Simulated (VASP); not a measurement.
Runs of VASP 6.6.1 on Al3BiO. The structure is that of space group P6/mmm (No. 191), or close to it. The cells are those of the table. 

```csv
task,cell,k mesh,cutoff (eV),gap on the mesh (eV),pressure (GPa),relaxed volume (Å³/atom)
relaxation of cell and atoms,"relaxed from a = 5.171, b = 5.171, c = 4.843 Å, angles 90.0, 90.0, 120.0°, 5 atoms",12 × 12 × 8,600,none,0.0,22.62
relaxation of cell and atoms,"relaxed from a = 4.823, b = 4.823, c = 5.225 Å, angles 90.0, 90.0, 120.0°, 5 atoms",6 × 6 × 4,600,none,0.1,22.44
single point,"a = 5.171, b = 5.171, c = 4.843 Å, angles 90.0, 90.0, 120.0°, 5 atoms",6 × 6 × 4,520,none,(a),-
single point,"a = 4.823, b = 4.823, c = 5.225 Å, angles 90.0, 90.0, 120.0°, 5 atoms",6 × 6 × 4,520,none,6.1,-
single point,"a = 5.231, b = 5.231, c = 4.774 Å, angles 90.0, 90.0, 120.0°, 5 atoms",12 × 12 × 8,520,none,0.0,-
```

Alike in all rows: level PBE; potentials or basis VASP PAW PBE potentials, release 64 (Al, Bi_d, O); no spin polarisation; smearing gaussian 0.1 eV.

**Question.** Estimate the missing entries.

**Answer.** (a) 0.2.

Caveats: spin-orbit coupling is left out, which moves the levels of the heavy elements.

A k mesh can miss the band edges, and the runs leave out spin-orbit coupling on Bi.

A gap of «none» marks levels without a gap at the run's occupations.
